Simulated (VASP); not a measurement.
# Cu (P6_3/mmc) in VASP: further runs, part 2 of 2

VASP 6.6.1. The steps go on from the part before.

### 3 Single point, PBEsol

INCAR reads:

```
PREC = Accurate
ENCUT = 520
EDIFF = 1E-7
ISMEAR = 1
SIGMA = 0.05
LREAL = False
LASPH = True
NELM = 80
ALGO = Normal
ISIF = 2
LWAVE = False
LCHARG = False
GGA = PS
NBANDS = 18
```

KPOINTS reads:

```
Automatic mesh
0
Gamma
  5 5 3
```

POSCAR reads:

```
Cu
1.0
    2.5340970000      0.0000000000      0.0000000000
   -1.2670480000      2.1945920000      0.0000000000
    0.0000000000      0.0000000000      4.1125710000
Cu
2
Direct
    0.3333333333      0.6666666667      0.2500000000
    0.6666666667      0.3333333333      0.7500000000
```

Potentials or basis: VASP PAW PBE potentials, release 64 (Cu).

The run is started by

```sh
> cat potpaw_PBE.64/Cu/POTCAR > POTCAR
> mpirun -np 1 vasp_std > vasp.out
```

OUTCAR:

```text
PREC = Accurate
   ENCUT = 520
   EDIFF = 1E-7
   ISMEAR = 1
   LREAL = False
   LASPH = True
   NELM = 80
   ISIF = 2
   GGA = PS

 ion  position               nearest neighbor table
   1  0.333  0.667  0.250-   2 2.52   2 2.52   2 2.52   2 2.52   2 2.52   2 2.52
   2  0.667  0.333  0.750-   1 2.52   1 2.52   1 2.52   1 2.52   1 2.52   1 2.52

  LATTYP: Found a hexagonal cell.
 ALAT       =     2.5340970000
 C/A-ratio  =     1.6228940723

  Lattice vectors:

 A1 = (   2.5340970000,   0.0000000000,   0.0000000000)
 A2 = (  -1.2670480000,   2.1945920000,   0.0000000000)
 A3 = (   0.0000000000,   0.0000000000,   4.1125710000)

Analysis of symmetry for initial positions (statically):
=====================================================================
 Subroutine PRICEL returns:
 Original cell was already a primitive cell.

 Routine SETGRP: Setting up the symmetry group for a
 hexagonal supercell.

 Subroutine GETGRP returns: Found 24 space group operations
 (whereof 12 operations were pure point group operations)
 out of a pool of 24 trial point group operations.

The static configuration has the point symmetry D_3d.
 The point group associated with its full space group is D_6h.

Analysis of symmetry for dynamics (positions and initial velocities):
=====================================================================
 Subroutine PRICEL returns:
 Original cell was already a primitive cell.

 Routine SETGRP: Setting up the symmetry group for a
 hexagonal supercell.

 Subroutine GETGRP returns: Found 24 space group operations
 (whereof 12 operations were pure point group operations)
 out of a pool of 24 trial point group operations.

The dynamic configuration has the point symmetry D_3d.
 The point group associated with its full space group is D_6h.

 Subroutine INISYM returns: Found 24 space group operations
 (whereof 12 operations are pure point group operations),
 and found     1 'primitive' translations

----------------------------------------------------------------------------------------

                                     Primitive cell

  volume of cell :      22.8713

  direct lattice vectors                    reciprocal lattice vectors
     2.534097000  0.000000000  0.000000000     0.394617886  0.227832692  0.000000000
    -1.267048000  2.194592000  0.000000000     0.000000000  0.455665563  0.000000000
     0.000000000  0.000000000  4.112571000     0.000000000  0.000000000  0.243156896

  length of vectors
     2.534097000  2.534096423  4.112571000     0.455665460  0.455665563  0.243156896

  position of ions in fractional coordinates (direct lattice)
     0.333333333  0.666666667  0.250000000
     0.666666667  0.333333333  0.750000000

  ion indices of the primitive-cell ions
   primitive index   ion index
                 1           1
                 2           2

----------------------------------------------------------------------------------------

 KPOINTS: Automatic mesh

Automatic generation of k-mesh.
 Grid dimensions read from file:
 generate k-points for:    5    5    3

 Generating k-lattice:

  Cartesian coordinates                     Fractional coordinates (reciprocal lattice)
     0.078923577  0.045566538  0.000000000     0.200000000  0.000000000  0.000000000
     0.000000000  0.091133113  0.000000000     0.000000000  0.200000000  0.000000000
     0.000000000  0.000000000  0.081052299     0.000000000  0.000000000  0.333333333

  Length of vectors
     0.091133092  0.091133113  0.081052299

  Shift w.r.t. Gamma in fractional coordinates (k-lattice)
     0.000000000  0.000000000  0.000000000

 Subroutine IBZKPT returns following result:
 ===========================================

 Found     10 irreducible k-points:

 Following reciprocal coordinates:
            Coordinates               Weight
  0.000000  0.000000  0.000000      1.000000
  0.200000  0.000000  0.000000      6.000000
  0.400000 -0.000000  0.000000      6.000000
  0.200000  0.200000  0.000000      6.000000
  0.400000  0.200000  0.000000      6.000000
  0.000000  0.000000  0.333333      2.000000
  0.200000  0.000000  0.333333     12.000000
  0.400000 -0.000000  0.333333     12.000000
  0.200000  0.200000  0.333333     12.000000
  0.400000  0.200000  0.333333     12.000000
   k-points           NKPTS =     10   k-points in BZ     NKDIM =     10   number of bands    NBANDS=     18
   number of dos      NEDOS =    301   number of ions     NIONS =      2
   total plane-waves  NPLWV =  12800
   dimension x,y,z NGX =    20 NGY =   20 NGZ =   32
   dimension x,y,z NGXF=    40 NGYF=   40 NGZF=   64
   ions per type =               2
   NGX,Y,Z   is equivalent  to a cutoff of  13.12, 13.12, 12.94 a.u.
   NGXF,Y,Z  is equivalent  to a cutoff of  26.24, 26.24, 25.87 a.u.
 SYSTEM =  unknown system
   PREC   = accura    normal or accurate (medium, high low for compatibility)
   ISTART =      0    job   : 0-new  1-cont  2-samecut
   ICHARG =      2    charge: 1-file 2-atom 10-const
   ISPIN  =      1    spin polarized calculation?
   LNONCOLLINEAR =      F non collinear calculations
   LSORBIT =      F    spin-orbit coupling
   LASPH  =      T    aspherical Exc in radial PAW
   ENCUT  =  520.0 eV  38.22 Ry    6.18 a.u.   4.71  4.71  7.65*2*pi/ulx,y,z
   NELM   =     80;   NELMIN=  2; NELMDL= -5     # of ELM steps
   EDIFF  = 0.1E-06   stopping-criterion for ELM
   LREAL  =      F    real-space projection
   EDIFFG = 0.1E-05   stopping-criterion for IOM
   NSW    =      0    number of steps for IOM
   IBRION =     -1    ionic relax: 0-MD 1-quasi-New 2-CG
   NFREE  =      0    steps in history (QN), initial steepest desc. (CG)
   ISIF   =      2    stress and relaxation
   ISYM   =      2    0-nonsym 1-usesym 2-fastsym
   POTIM  = 0.5000    time-step for ionic-motion
   TEBEG  =    0.0;   TEEND  =   0.0 temperature during run
   PSTRESS=    0.0 pullay stress
   NELECT =      22.0000    total number of electrons
   NUPDOWN=      -1.0000    fix difference up-down
   EMIN   =  10.00;   EMAX   =-10.00  energy-range for DOS
   EFERMI =   0.00;   METHOD = LEGACY
   ISMEAR =     1;   SIGMA  =   0.05  broadening in eV -4-tet -1-fermi 0-gaus
   EFERMI_NEDOS =   21; number of points for ismear=-14 and -15
   IALGO  =     38    algorithm
   IMIX   =      4    mixing-type and parameters
     AMIX     =   0.40;   BMIX     =  1.00
     AMIX_MAG =   1.60;   BMIX_MAG =  1.00
  volume/ion in A,a.u.               =      11.44        77.17
  Fermi-wavevector in a.u.,A,eV,Ry     =   1.616041  3.053874 35.532798  2.611587
  Thomas-Fermi vector in A             =   2.710691
   LORBIT       =      0    0 simple, 1 ext, 2 COOP (PROOUT), +10 PAW based schemes
   GGA     = PS    functional components
   LHFCALC =     F    Hartree Fock is set to
   AEXX    =    0.0000 exact exchange contribution
   IVDW    =     0    specifies the selected vdW correction
   LEPSILON=     F    determine dielectric tensor
   LRPA    =     F    only Hartree local field effects (RPA)
 non-spin polarized calculation
 Methfessel and Paxton  Order N= 1 SIGMA  =   0.05
  energy-cutoff  :      520.00
  volume of cell :       22.87
 maximum number of plane-waves:       621
 NGX is ok and might be reduce to    20
   NGX =  9   NGY =  9   NGZ = 15

 number of electron      21.9999980 magnetization

 Free energy of the ion-electron system (eV)
  ---------------------------------------------------
  ext. energy  EPLUGINS =         0.00000000
  ---------------------------------------------------
  free energy    TOTEN  =        -8.73362872 eV

  energy without entropy =       -8.73197827  energy(sigma->0) =       -8.73307857

 E-fermi :   8.4902     XC(G=0): -13.0932

 val. band max:        6.8981623680   @ k =   0.2000   0.0000   0.3333
 cond. band min:       8.5057453745   @ k =   0.2000   0.2000   0.3333
 fundamental gap:      1.6075830064
 Fermi energy:         8.4901682256

 k-point     1 :       0.0000    0.0000    0.0000
  band No.  band energies     occupation
      1      -1.8318      2.00000
      2       2.5540      2.00000
      3       4.7227      2.00000
      4       4.7653      2.00000
      5       4.7653      2.00000
      6       4.9906      2.00000
[... 10 lines left out ...]
     17      31.5293      0.00000
     18      31.5295      0.00000
[... 169 lines left out ...]
 k-point    10 :       0.4000    0.2000    0.3333
  band No.  band energies     occupation
      1       3.1308      2.00000
      2       3.4930      2.00000
      3       3.8216      2.00000
      4       4.1637      2.00000
      5       4.3389      2.00000
      6       4.9221      2.00000
[... 10 lines left out ...]
     17      24.5642      0.00000
     18      24.8548      0.00000

------------------------ aborting loop because EDIFF is reached ----------------------------------------

  FORCE on cell =-STRESS in cart. coord.  units (eV):
  Direction    XX          YY          ZZ          XY          YZ          ZX
  --------------------------------------------------------------------------------------
  -------------------------------------------------------------------------------------
  Total       -0.4201115     -0.4201114      0.2522436     -0.0000001     -0.0000000      0.0000000
  in kB      -29.4296257    -29.4296155     17.6701533     -0.0000067     -0.0000000      0.0000000
  external PRESSURE =     -13.7296960 kB  Pullay stress =       0.0000000 kB

 VOLUME and BASIS-vectors are now :
 -----------------------------------------------------------------------------
  energy-cutoff  :      520.00
  volume of cell :       22.87
      direct lattice vectors                 reciprocal lattice vectors
     2.534097000  0.000000000  0.000000000     0.394617886  0.227832692  0.000000000
    -1.267048000  2.194592000  0.000000000     0.000000000  0.455665563  0.000000000
     0.000000000  0.000000000  4.112571000     0.000000000  0.000000000  0.243156896

 POSITION                                       TOTAL-FORCE (eV/Angst)
 -----------------------------------------------------------------------------------
      0.00000      1.46306      1.02814        -0.000000      0.000000      0.000000
      1.26705      0.73153      3.08443         0.000000     -0.000000      0.000000
 -----------------------------------------------------------------------------------
    total drift:                                0.000000     -0.000000      0.000000

  FREE ENERGIE OF THE ION-ELECTRON SYSTEM (eV)
  ---------------------------------------------------
  free  energy   TOTEN  =        -8.7336287223 eV

  energy  without entropy=       -8.7319782651  energy(sigma->0) =       -8.73307857
```

OSZICAR:

```text
N       E                     dE             d eps       ncg     rms          rms(c)
DAV:   1     0.123160748007E+03    0.12316E+03   -0.10422E+04   376   0.222E+03
DAV:   2    -0.405941651770E+01   -0.12722E+03   -0.12141E+03   360   0.291E+02
DAV:   3    -0.107795032048E+02   -0.67201E+01   -0.65181E+01   376   0.911E+01
DAV:   4    -0.108578023871E+02   -0.78299E-01   -0.78250E-01   426   0.110E+01
DAV:   5    -0.108587588674E+02   -0.95648E-03   -0.95645E-03   438   0.988E-01    0.117E+01
DAV:   6    -0.954357152265E+01    0.13152E+01   -0.12696E+01   386   0.103E+02    0.574E+00
DAV:   7    -0.875987035255E+01    0.78370E+00   -0.24868E+00   420   0.416E+01    0.719E-01
DAV:   8    -0.873877520965E+01    0.21095E-01   -0.24411E-02   544   0.234E+00    0.529E-01
DAV:   9    -0.873359120386E+01    0.51840E-02   -0.78698E-03   422   0.252E+00    0.242E-02
DAV:  10    -0.873362606986E+01   -0.34866E-04   -0.21867E-04   532   0.201E-01    0.471E-03
DAV:  11    -0.873362852573E+01   -0.24559E-05   -0.17130E-06   466   0.183E-02    0.937E-04
DAV:  12    -0.873362865139E+01   -0.12566E-06   -0.22104E-07   356   0.807E-03    0.316E-04
DAV:  13    -0.873362872232E+01   -0.70936E-07   -0.74285E-09   226   0.818E-04
   1 F= -.87336287E+01 E0= -.87330786E+01  d E =-.165046E-02
```

It took 6.4 s on 1 thread of Intel Xeon 6975P-C, shared host; peak memory 0.13 GiB.

Results:

* Free energy: -8.7336 eV
* Pressure: -1.4 GPa
* Band gap on the k mesh: zero (band 11 reaches 9.68 eV, above the bottom of band 12 at 5.99 eV)

Levels at points of the mesh, in eV from the Fermi level:
```
           k point  band 8  band 9  band 10  band 11  band 12  band 13  band 14  band 15
(0.00, 0.00, 0.00)   -3.22   -3.22    -2.41    -2.41    -1.76     3.32    20.83    21.36
```

Caveat: the k points lie up to 0.57 Å⁻¹ apart; the PAW data sets were made with another functional, which shifts forces and pressure a little.

### 4 Single point, PBEsol

INCAR reads:

```
  ALGO = Normal
  EDIFF = 1E-6
  ENCUT = 520
  GGA = PS
  ISIF = 2
  ISMEAR = 1
  LASPH = T
  LCHARG = F
  LREAL = F
  LWAVE = F
  NBANDS = 18
  NELM = 80
  PREC = Accurate
  SIGMA = 0.05
```

KPOINTS reads:

```
k-points
0
Gamma
  8 8 4
```

POSCAR is that of step 3.

The run is started by

```sh
> cat potpaw_PBE.64/Cu/POTCAR > POTCAR
> mpirun -np 1 vasp_std > vasp.out
```

Run time: 12 s. Hardware: 1 thread of Intel Xeon 6975P-C, shared host; peak memory 0.14 GiB.

It converged, with:

```
Free energy            : -8.5643 eV
Pressure               : -0.8 GPa
Band gap on the k mesh : zero (band 11 reaches 10.89 eV, above the bottom of band 12 at 5.80 eV)
```

Stress tensor (GPa, compression positive):
```
-0.22  0.00  0.00
 0.00 -0.22  0.00
 0.00  0.00 -1.92
```

Levels at points of the mesh, in eV from the Fermi level:
```tsv
k point	band 9	band 10	band 11	band 12	band 13	band 14
(0.00, 0.00, 0.00)	-2.43	-1.62	-1.62	-0.93	4.13	21.67
(0.50, 0.00, 0.00)	-1.47	-1.42	0.12	1.73	8.04	8.48
(0.00, 0.00, 0.50)	-1.86	-1.86	-1.86	-1.86	13.00	13.00
(0.50, 0.00, 0.50)	-1.46	-1.46	0.57	0.57	5.12	5.12
```

Caveat: the k points lie up to 0.38 Å⁻¹ apart; the PAW data sets were made with another functional, which shifts forces and pressure a little.

### 5 Single point, PBEsol

INCAR reads:

```
PREC = Accurate
ENCUT = 520
EDIFF = 1E-7
ISMEAR = 1
SIGMA = 0.05
LREAL = False
LASPH = True
NELM = 100
ALGO = Normal
ISIF = 2
LWAVE = False
LCHARG = True
GGA = PS
LELF = True
LVHAR = True
NBANDS = 18
```

KPOINTS reads:

```
regular mesh
0
Gamma
  10 10 6
```

POSCAR is that of step 4.

The run is started by

```sh
> cat potpaw_PBE.64/Cu/POTCAR > POTCAR
> mpirun -np 1 vasp_std > vasp.out
```

It took 25 s on 1 thread of Intel Xeon 6975P-C, shared host; peak memory 0.14 GiB.

It converged, with:

```
Free energy            : -8.5801 eV
Pressure               : -0.7 GPa
Band gap on the k mesh : zero (band 11 reaches 10.89 eV, above the bottom of band 12 at 5.81 eV)
```

Stress tensor (GPa, compression positive):
```
-0.62  0.00  0.00
 0.00 -0.62  0.00
 0.00  0.00 -0.81
```

Levels at points of the mesh, in eV from the Fermi level:
```
           k point  band 8  band 9  band 10  band 11  band 12  band 13  band 14  band 15
(0.00, 0.00, 0.00)   -2.47   -2.47    -1.67    -1.67    -0.99     4.08    21.60    22.13
(0.50, 0.00, 0.00)   -1.58   -1.52    -1.47     0.06     1.67     7.99     8.41    10.97
(0.00, 0.00, 0.50)   -3.02   -1.90    -1.90    -1.90    -1.90    12.94    12.94    22.31
(0.50, 0.00, 0.50)   -1.86   -1.52    -1.52     0.51     0.51     5.06     5.06    16.41
```

Caveat: the PAW data sets were made with another functional, which shifts forces and pressure a little.

### 6 Summary

| k mesh | gap on the mesh (eV) | pressure (GPa) |
| --- | --- | --- |
| 3 × 3 × 2 | none | -1.0 |
| 5 × 5 × 3 | none | -1.4 |
| 8 × 8 × 4 | none | -0.8 |
| 10 × 10 × 6 | none | -0.7 |

Alike in all rows: task single point; level PBEsol; potentials or basis VASP PAW PBE potentials, release 64 (Cu); no spin polarisation; cell as given; cutoff (eV) 520; smearing methfessel-paxton 0.05 eV.

Caveats: some runs use coarse meshes; the PAW data sets were made with another functional, which shifts forces and pressure a little.

Total energies depend on the potentials used, so only differences within one code and one set of settings carry meaning.
